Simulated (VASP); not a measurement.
## Ti: single point with PBE

Ti:

```
Ti
1.0
     2.95000   -0.08850    0.00000
    -1.55164    2.59902    0.00000
     0.00000    0.00000    4.68600
Ti
2
Direct
  0.33333 0.66667 0.25000
  0.66667 0.33333 0.75000
```

This cell differs from its parent crystal: strain -0.0600 x Voigt [0, 0, 0, 0, 0, 1].

- Program: VASP 6.6.1
- Task: single point
- Functional: PBE
- Potentials or basis: VASP PAW PBE potentials, release 64 (Ti_sv)
- Cutoff: 520 eV
- k mesh: 18 × 18 × 10
- Occupations: gaussian, width 0.15 eV
- Spin: no spin polarisation

- Pressure: -2.0 GPa
- Largest force: 0.158 eV/Å
- Band gap on the k mesh: zero (bands 12 and 13 overlap by 1.05 eV)

Forces in eV/Å, atoms in the order of the input:
```
Ti   0.157  0.013  0.000
Ti  -0.157 -0.013  0.000
```

Stress tensor (GPa, compression positive):
```
-1.87  3.64  0.00
 3.64 -1.60  0.00
 0.00  0.00 -2.63
```

Levels at points of the mesh, in eV from the Fermi level:
```tsv
k point	band 8	band 9	band 10	band 11	band 12	band 13	band 14	band 15	band 16	band 17
(0.00, 0.00, 0.00)	-32.70	-6.15	-2.63	0.43	0.72	0.86	0.97	1.16	1.54	1.59
(0.50, 0.00, 0.00)	-32.84	-2.25	-2.12	-1.78	-0.39	0.25	0.71	1.36	3.37	3.46
(0.00, 0.50, 0.00)	-32.79	-2.29	-2.07	-1.80	-0.60	0.39	0.75	1.17	3.24	3.46
(0.50, 0.50, 0.00)	-32.75	-2.37	-2.07	-1.79	-0.82	0.53	0.80	0.96	3.24	3.46
(0.00, 0.00, 0.50)	-32.74	-4.32	-4.32	0.08	0.08	0.38	0.38	1.02	1.02	2.67
(0.50, 0.00, 0.50)	-32.91	-2.45	-2.45	-0.76	-0.76	1.53	1.53	1.55	1.55	3.47
(0.00, 0.50, 0.50)	-32.87	-2.48	-2.48	-0.78	-0.78	1.32	1.32	1.74	1.74	3.34
(0.50, 0.50, 0.50)	-32.82	-2.52	-2.52	-0.82	-0.82	1.08	1.08	1.92	1.92	3.37
```

Run time: 9.5 min on 1 thread of Intel(R) Xeon(R) 6975P-C (Granite Rapids), with other jobs on the host, peak memory 0.6 GiB.

Caveat: the cell differs from its parent crystal (strain -0.0600 x Voigt [0, 0, 0, 0, 0, 1]).
